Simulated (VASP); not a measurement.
A run of VASP 6.6.1 is set up as follows.

File INCAR:

```
PREC     = Accurate       # precision mode
ENCUT    = 520            # plane-wave cutoff, eV
EDIFF    = 1E-6           # SCF threshold, eV
ISMEAR   = 0              # smearing method
SIGMA    = 0.01           # smearing width, eV
LREAL    = False          # projectors in reciprocal space
LASPH    = True           # aspherical terms in the spheres
NELM     = 100            # most SCF steps
ALGO     = Normal         # electronic algorithm
ISIF     = 2              # what is computed and relaxed
LWAVE    = False          # write WAVECAR
LCHARG   = False          # write CHGCAR
GGA      = PE             # functional
NBANDS   = 11             # bands
```

KPOINTS

```
regular mesh
0
Gamma
  8 8 8
```

Contents of POSCAR:

```
NaH
1.0
    0.0000000000      2.6354944962      2.6354944962
    2.6354944962      0.0000000000      2.6354944962
    2.6354944962      2.6354944962      0.0000000000
Na H
1 1
Direct
    0.0000000000      0.0000000000      0.0000000000
    0.2500000000      0.2500000000      0.2500000000
```

Potentials or basis: VASP PAW PBE potentials, release 64 (Na_pv, H).

Command:

```sh
$ cat potpaw_PBE.64/Na_pv/POTCAR potpaw_PBE.64/H/POTCAR > POTCAR
$ mpirun -np 1 vasp_std > vasp.out
```

Question: Estimate the pressure.

Answer: -0.5 GPa.

Question: What does it give for the band gap on the k mesh?

Answer: 3.58 eV, indirect (least direct gap 4.25 eV).

 A k mesh can miss the band edges.
